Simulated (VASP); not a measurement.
# MoS2 in VASP: single point with PBE

Aim: the single point of MoS2 with PBE.

Everything below comes from runs of VASP 6.6.1. Logs are shortened: lines on timing, memory, paths and dates and some standing lists are left out, and cuts for length are marked.

### 1 The cell of the first run

The cell holds a slab with vacuum, 9 atoms: a = 3.185 Å, b = 3.185 Å, c = 29.790 Å, α = 90.00°, β = 90.00°, γ = 120.00°.

### 2 Single point, PBE

INCAR

```
PREC = Accurate ; ENCUT = 500
EDIFF = 1E-6 ; ISMEAR = -1
SIGMA = 0.05 ; LREAL = F
LASPH = T ; NELM = 120
ALGO = Normal ; ISIF = 2
LWAVE = F ; LCHARG = F
GGA = PE ; NBANDS = 49
GGA_COMPAT = F
```

KPOINTS

```
regular mesh
0
Gamma
  10 10 1
```

POSCAR

```
MoS2
1.0
    3.1849096198      0.0000000000      0.0000000000
   -1.5924548099      2.7582126396      0.0000000000
    0.0000000000      0.0000000000     29.7899137588
Mo S
3 6
Direct
    0.3333333333      0.6666666667      0.2474187104
    0.3333333333      0.6666666667      0.7525812896
    0.6666666667      0.3333333333      0.0000000000
    0.6666666667      0.3333333333      0.1949625334
    0.6666666667      0.3333333333      0.7001279965
    0.3333333333      0.6666666667      0.9475445267
    0.6666666667      0.3333333333      0.2998720035
    0.6666666667      0.3333333333      0.8050374666
    0.3333333333      0.6666666667      0.0524554733
```

Potentials or basis: VASP PAW PBE potentials, release 64 (Mo_sv, S).

On the command line:

```console
$ cat potpaw_PBE.64/Mo_sv/POTCAR potpaw_PBE.64/S/POTCAR > POTCAR
$ mpirun -np 1 vasp_std > vasp.out
```

OUTCAR:

```text
PREC = Accurate
   ENCUT = 500
   EDIFF = 1E-6
   ISMEAR = -1
   LREAL = F
   LASPH = T
   NELM = 120
   ISIF = 2
   GGA = PE

 ion  position               nearest neighbor table
   1  0.333  0.667  0.247-   7 2.41   7 2.41   7 2.41   4 2.41   4 2.41   4 2.41
   2  0.333  0.667  0.753-   5 2.41   5 2.41   5 2.41   8 2.41   8 2.41   8 2.41
   3  0.667  0.333  0.000-   6 2.41   9 2.41   6 2.41   9 2.41   6 2.41   9 2.41
   4  0.667  0.333  0.195-   1 2.41   1 2.41   1 2.41
   5  0.667  0.333  0.700-   2 2.41   2 2.41   2 2.41
   6  0.333  0.667  0.948-   3 2.41   3 2.41   3 2.41
   7  0.667  0.333  0.300-   1 2.41   1 2.41   1 2.41
   8  0.667  0.333  0.805-   2 2.41   2 2.41   2 2.41
   9  0.333  0.667  0.052-   3 2.41   3 2.41   3 2.41

  LATTYP: Found a hexagonal cell.
 ALAT       =     3.1849096198
 C/A-ratio  =     9.3534565545

  Lattice vectors:

 A1 = (   3.1849096198,   0.0000000000,   0.0000000000)
 A2 = (  -1.5924548099,   2.7582126396,   0.0000000000)
 A3 = (   0.0000000000,   0.0000000000,  29.7899137588)

Analysis of symmetry for initial positions (statically):
=====================================================================
 Subroutine PRICEL returns:
 Original cell was already a primitive cell.

 Routine SETGRP: Setting up the symmetry group for a
 hexagonal supercell.

 Subroutine GETGRP returns: Found 12 space group operations
 (whereof 12 operations were pure point group operations)
 out of a pool of 24 trial point group operations.

The static configuration has the point symmetry D_3h.

Analysis of symmetry for dynamics (positions and initial velocities):
=====================================================================
 Subroutine PRICEL returns:
 Original cell was already a primitive cell.

 Routine SETGRP: Setting up the symmetry group for a
 hexagonal supercell.

 Subroutine GETGRP returns: Found 12 space group operations
 (whereof 12 operations were pure point group operations)
 out of a pool of 24 trial point group operations.

The dynamic configuration has the point symmetry D_3h.

 Subroutine INISYM returns: Found 12 space group operations
 (whereof 12 operations are pure point group operations),
 and found     1 'primitive' translations

----------------------------------------------------------------------------------------

                                     Primitive cell

  volume of cell :     261.6942

  direct lattice vectors                    reciprocal lattice vectors
     3.184909620  0.000000000  0.000000000     0.313980652  0.181276814  0.000000000
    -1.592454810  2.758212640  0.000000000     0.000000000  0.362553628  0.000000000
     0.000000000  0.000000000 29.789913759     0.000000000  0.000000000  0.033568409

  length of vectors
     3.184909620  3.184909620 29.789913759     0.362553628  0.362553628  0.033568409

  position of ions in fractional coordinates (direct lattice)
     0.333333333  0.666666667  0.247418710
     0.333333333  0.666666667  0.752581290
     0.666666667  0.333333333  0.000000000
     0.666666667  0.333333333  0.194962533
     0.666666667  0.333333333  0.700127997
     0.333333333  0.666666667  0.947544527
     0.666666667  0.333333333  0.299872003
     0.666666667  0.333333333  0.805037467
     0.333333333  0.666666667  0.052455473

  ion indices of the primitive-cell ions
   primitive index   ion index
                 1           1
                 2           2
                 3           3
                 4           4
                 5           5
                 6           6
                 7           7
                 8           8
                 9           9

----------------------------------------------------------------------------------------

 KPOINTS: regular mesh

Automatic generation of k-mesh.
 Grid dimensions read from file:
 generate k-points for:   10   10    1

 Generating k-lattice:

  Cartesian coordinates                     Fractional coordinates (reciprocal lattice)
     0.031398065  0.018127681  0.000000000     0.100000000  0.000000000  0.000000000
     0.000000000  0.036255363  0.000000000     0.000000000  0.100000000  0.000000000
     0.000000000  0.000000000  0.033568409     0.000000000  0.000000000  1.000000000

  Length of vectors
     0.036255363  0.036255363  0.033568409

  Shift w.r.t. Gamma in fractional coordinates (k-lattice)
     0.000000000  0.000000000  0.000000000

 Subroutine IBZKPT returns following result:
 ===========================================

 Found     14 irreducible k-points:

 Following reciprocal coordinates:
            Coordinates               Weight
  0.000000  0.000000  0.000000      1.000000
  0.100000  0.000000  0.000000      6.000000
  0.200000  0.000000  0.000000      6.000000
  0.300000  0.000000  0.000000      6.000000
  0.400000  0.000000  0.000000      6.000000
  0.500000  0.000000  0.000000      3.000000
  0.100000  0.100000  0.000000      6.000000
  0.200000  0.100000  0.000000     12.000000
  0.300000  0.100000  0.000000     12.000000
  0.400000  0.100000  0.000000     12.000000
  0.200000  0.200000  0.000000      6.000000
  0.300000  0.200000  0.000000     12.000000
  0.400000  0.200000  0.000000      6.000000
  0.300000  0.300000  0.000000      6.000000
   k-points           NKPTS =     14   k-points in BZ     NKDIM =     14   number of bands    NBANDS=     49
   number of dos      NEDOS =    301   number of ions     NIONS =      9
   total plane-waves  NPLWV = 129024
   dimension x,y,z NGX =    24 NGY =   24 NGZ =  224
   dimension x,y,z NGXF=    48 NGYF=   48 NGZF=  448
   ions per type =               3   6
   NGX,Y,Z   is equivalent  to a cutoff of  12.53, 12.53, 12.50 a.u.
   NGXF,Y,Z  is equivalent  to a cutoff of  25.06, 25.06, 25.00 a.u.
 SYSTEM =  unknown system
   PREC   = accura    normal or accurate (medium, high low for compatibility)
   ISTART =      0    job   : 0-new  1-cont  2-samecut
   ICHARG =      2    charge: 1-file 2-atom 10-const
   ISPIN  =      1    spin polarized calculation?
   LNONCOLLINEAR =      F non collinear calculations
   LSORBIT =      F    spin-orbit coupling
   LASPH  =      T    aspherical Exc in radial PAW
   ENCUT  =  500.0 eV  36.75 Ry    6.06 a.u.   5.81  5.81 54.31*2*pi/ulx,y,z
   NELM   =    120;   NELMIN=  2; NELMDL= -5     # of ELM steps
   EDIFF  = 0.1E-05   stopping-criterion for ELM
   LREAL  =      F    real-space projection
   EDIFFG = 0.1E-04   stopping-criterion for IOM
   NSW    =      0    number of steps for IOM
   IBRION =     -1    ionic relax: 0-MD 1-quasi-New 2-CG
   NFREE  =      0    steps in history (QN), initial steepest desc. (CG)
   ISIF   =      2    stress and relaxation
   ISYM   =      2    0-nonsym 1-usesym 2-fastsym
   POTIM  = 0.5000    time-step for ionic-motion
   TEBEG  =    0.0;   TEEND  =   0.0 temperature during run
   PSTRESS=    0.0 pullay stress
   NELECT =      78.0000    total number of electrons
   NUPDOWN=      -1.0000    fix difference up-down
   EMIN   =  10.00;   EMAX   =-10.00  energy-range for DOS
   EFERMI =   0.00;   METHOD = LEGACY
   ISMEAR =    -1;   SIGMA  =   0.05  broadening in eV -4-tet -1-fermi 0-gaus
   EFERMI_NEDOS =   21; number of points for ismear=-14 and -15
   IALGO  =     38    algorithm
   IMIX   =      4    mixing-type and parameters
     AMIX     =   0.40;   BMIX     =  1.00
     AMIX_MAG =   1.60;   BMIX_MAG =  1.00
  volume/ion in A,a.u.               =      29.08       196.22
  Fermi-wavevector in a.u.,A,eV,Ry     =   1.093558  2.066524 16.270775  1.195868
  Thomas-Fermi vector in A             =   2.229845
   LORBIT       =      0    0 simple, 1 ext, 2 COOP (PROOUT), +10 PAW based schemes
   GGA     = PE    functional components
   LHFCALC =     F    Hartree Fock is set to
   AEXX    =    0.0000 exact exchange contribution
   IVDW    =     0    specifies the selected vdW correction
   LEPSILON=     F    determine dielectric tensor
   LRPA    =     F    only Hartree local field effects (RPA)
 non-spin polarized calculation
  energy-cutoff  :      500.00
  volume of cell :      261.69
 maximum number of plane-waves:      6688
 NGX is ok and might be reduce to    24
   NGX = 11   NGY = 11   NGZ =109

 number of electron      78.0000001 magnetization

 Free energy of the ion-electron system (eV)
  ---------------------------------------------------
  ext. energy  EPLUGINS =         0.00000000
  ---------------------------------------------------
  free energy    TOTEN  =       -65.56777177 eV

  energy without entropy =      -65.56777175  energy(sigma->0) =      -65.56777176

 E-fermi :   2.8311     XC(G=0):  -7.2522

 val. band max:        2.0708127297   @ k =   0.0000   0.0000   0.0000
 cond. band min:       3.7092735897   @ k =   0.3000   0.3000   0.0000
 fundamental gap:      1.6384608600
 Fermi energy:         2.8310852775

 k-point     1 :       0.0000    0.0000    0.0000
  band No.  band energies     occupation
      1     -58.9566      2.00000
      2     -58.9565      2.00000
      3     -58.9565      2.00000
      4     -33.0943      2.00000
      5     -33.0941      2.00000
      6     -33.0941      2.00000
[... 41 lines left out ...]
     48       4.9169      0.00000
     49       4.9188      0.00000

 k-point     2 :       0.1000    0.0000    0.0000
  band No.  band energies     occupation
      1     -58.9531      2.00000
      2     -58.9530      2.00000
      3     -58.9530      2.00000
      4     -33.0873      2.00000
      5     -33.0871      2.00000
      6     -33.0871      2.00000
[... 41 lines left out ...]
     48       4.7600      0.00000
     49       4.9201      0.00000

 k-point     3 :       0.2000    0.0000    0.0000
  band No.  band energies     occupation
      1     -58.9439      2.00000
      2     -58.9438      2.00000
      3     -58.9438      2.00000
      4     -33.0689      2.00000
      5     -33.0687      2.00000
      6     -33.0687      2.00000
[... 561 lines left out ...]
     48       5.3084      0.00000
     49       6.3816      0.00000

 k-point    14 :       0.3000    0.3000    0.0000
  band No.  band energies     occupation
      1     -58.9156      2.00000
      2     -58.9155      2.00000
      3     -58.9155      2.00000
      4     -33.1844      2.00000
      5     -33.1843      2.00000
      6     -33.1843      2.00000
[... 41 lines left out ...]
     48       5.3306      0.00000
     49       6.6679      0.00000

------------------------ aborting loop because EDIFF is reached ----------------------------------------

  FORCE on cell =-STRESS in cart. coord.  units (eV):
  Direction    XX          YY          ZZ          XY          YZ          ZX
  --------------------------------------------------------------------------------------
  -------------------------------------------------------------------------------------
  Total       -0.1059956     -0.1059956     -0.1707079      0.0000000      0.0000000      0.0000000
  in kB       -0.6489395     -0.6489395     -1.0451298      0.0000000      0.0000000      0.0000000
  external PRESSURE =      -0.7810030 kB  Pullay stress =       0.0000000 kB

 VOLUME and BASIS-vectors are now :
 -----------------------------------------------------------------------------
  energy-cutoff  :      500.00
  volume of cell :      261.69
      direct lattice vectors                 reciprocal lattice vectors
     3.184909620  0.000000000  0.000000000     0.313980652  0.181276814  0.000000000
    -1.592454810  2.758212640  0.000000000     0.000000000  0.362553628  0.000000000
     0.000000000  0.000000000 29.789913759     0.000000000  0.000000000  0.033568409

 POSITION                                       TOTAL-FORCE (eV/Angst)
 -----------------------------------------------------------------------------------
     -0.00000      1.83881      7.37058         0.000000      0.000000      0.000287
     -0.00000      1.83881     22.41933        -0.000000      0.000000     -0.000287
      1.59245      0.91940      0.00000         0.000000     -0.000000      0.000000
      1.59245      0.91940      5.80792        -0.000000      0.000000      0.011786
      1.59245      0.91940     20.85675        -0.000000      0.000000      0.011373
     -0.00000      1.83881     28.22727         0.000000     -0.000000      0.011664
      1.59245      0.91940      8.93316         0.000000     -0.000000     -0.011373
      1.59245      0.91940     23.98200        -0.000000      0.000000     -0.011786
     -0.00000      1.83881      1.56264         0.000000     -0.000000     -0.011664
 -----------------------------------------------------------------------------------
    total drift:                                0.000000     -0.000000      0.000000

  FREE ENERGIE OF THE ION-ELECTRON SYSTEM (eV)
  ---------------------------------------------------
  free  energy   TOTEN  =       -65.5677717653 eV

  energy  without entropy=      -65.5677717493  energy(sigma->0) =      -65.56777176
```

It took 5.3 min on 1 thread of Intel Xeon 8259CL, shared host; peak memory 0.42 GiB.

Results:

```yaml
Free_energy: -65.5678 eV
Largest_force: 0.012 eV/Å
Band_gap_on_the_k_mesh: 1.64 eV (least direct gap 1.92 eV)
```

Forces on the atoms (eV/Å):
```
Mo   0.000  0.000  0.000
Mo   0.000  0.000  0.000
Mo   0.000  0.000  0.000
S    0.000  0.000  0.012
S    0.000  0.000  0.011
S    0.000  0.000  0.012
S    0.000  0.000 -0.011
S    0.000  0.000 -0.012
S    0.000  0.000 -0.012
```

Levels at points of the mesh, in eV from the valence-band top:
| k point | band 36 | band 37 | band 38 | band 39 | band 40 | band 41 | band 42 | band 43 |
| --- | --- | --- | --- | --- | --- | --- | --- | --- |
| (0.00, 0.00, 0.00) | -1.66 | -0.29 | -0.14 | 0.00 | 2.60 | 2.60 | 2.60 | 2.60 |
| (0.50, 0.00, 0.00) | -1.13 | -0.79 | -0.79 | -0.79 | 2.08 | 2.08 | 2.08 | 2.57 |

Caveat: there is no dipole correction, which matters where the two faces differ.
